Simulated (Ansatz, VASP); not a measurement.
# KMgH3: VASP beside Ansatz

Contents of INCAR:

```
  PREC = Accurate
  ENCUT = 520
  EDIFF = 1E-6
  ISMEAR = 0
  SIGMA = 0.05
  LREAL = False
  LASPH = True
  NELM = 60
  ALGO = Normal
  ISIF = 2
  LWAVE = False
  LCHARG = False
  NBANDS = 15
```

File KPOINTS:

```
regular mesh
0
Gamma
  8 8 8
```

The input POSCAR:

```
KMgH3
1.0
    3.8237500000      0.0000000000      0.0000000000
    0.0000000000      3.8237500000      0.0000000000
    0.0000000000      0.0000000000      4.0250000000
K Mg H
1 1 3
Direct
    0.0000000000      0.0000000000      0.0000000000
    0.5000000000      0.5000000000      0.5000000000
    0.0000000000      0.5000000000      0.5000000000
    0.5000000000      0.0000000000      0.5000000000
    0.5000000000      0.5000000000      0.0000000000
```

Input for Ansatz:

```yaml
crystal:
  lattice:
    - [3.82375, 0.0, 0.0]
    - [0.0, 3.82375, 0.0]
    - [0.0, 0.0, 4.025]
  atoms:
    - { symbol: K, position: [0.0, 0.0, 0.0] }
    - { symbol: Mg, position: [0.5, 0.5, 0.5] }
    - { symbol: H, position: [0.0, 0.5, 0.5] }
    - { symbol: H, position: [0.5, 0.0, 0.5] }
    - { symbol: H, position: [0.5, 0.5, 0.0] }
basis:
  ecutwfc: 420
kpoints:
  mp_grid: { grid: [8, 8, 8] }
hamiltonian:
  xc: lda
scf:
  occupations: { method: gaussian, width: 0.05 }
output:
  forces: true
  stress: true
  eigenvalues: true
```

Change from the starting cell: strain -0.050 along x and y, +0.000 along z, atoms carried along.

Alike in both runs: task single point; functional LDA; k mesh 8 × 8 × 8; occupations gaussian, width 0.05 eV; no spin polarisation.

|  | VASP | Ansatz |
| --- | --- | --- |
| version | VASP 6.6.1 | Ansatz 0.2.0 |
| potentials or method | VASP PAW LDA potentials, release 64 (K_sv, Mg, H), cutoff 520 eV | scalar-relativistic, plane waves, PAW |
| valence electrons in the cell | 14 | 22 |

|  | VASP | Ansatz | Ansatz less VASP |
| --- | --- | --- | --- |
| gap on the k mesh at the Fermi level (eV) | 2.39 | 2.39 | -0.003 |
| least direct gap on the mesh (eV) | 4.67 | 4.67 | -0.007 |
| pressure (GPa) | 0.6 | 0.9 | +0.22 |
| traceless stress, the component that is largest in VASP (GPa) | -2.19 | -2.18 | +0.012 |

LDA's correlation is that of Perdew and Zunger in VASP and of Perdew and Wang (1992) in Ansatz. VASP's potentials hold 14 valence electrons a cell and Ansatz's 22, so a difference there can come from the potentials and not from the codes.
